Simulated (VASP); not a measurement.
Here is a VASP 6.6.1 calculation.

INCAR

```
SYSTEM = MgRe3
ALGO = Normal ; EDIFF = 1E-7
ENCUT = 520 ; GGA = PE
ISIF = 2 ; ISMEAR = 1
LASPH = .True. ; LCHARG = .False.
LREAL = .False. ; LWAVE = .False.
NBANDS = 20 ; NELM = 80
PREC = Accurate ; SIGMA = 0.1
```

The input KPOINTS:

```
k-points
0
Gamma
  7 7 7
  0 0 0
```

The input POSCAR:

```
MgRe3
1.0
    0.0000000000      2.9846041775      2.9846041775
    2.9846041775      0.0000000000      2.9846041775
    2.9846041775      2.9846041775      0.0000000000
Mg Re
1 3
Direct
    0.0000000000      0.0000000000      0.0000000000
    0.2500000000      0.2500000000      0.2500000000
    0.5000000000      0.5000000000      0.5000000000
    0.7500000000      0.7500000000      0.7500000000
```

Potentials or basis: VASP PAW PBE potentials, release 64 (Mg, Re).

Launch:

```sh
$ cat potpaw_PBE.64/Mg/POTCAR potpaw_PBE.64/Re/POTCAR > POTCAR
$ mpirun -np 1 vasp_std > vasp.out
```

Q: What does it give for the pressure?

A: 43.7 GPa.
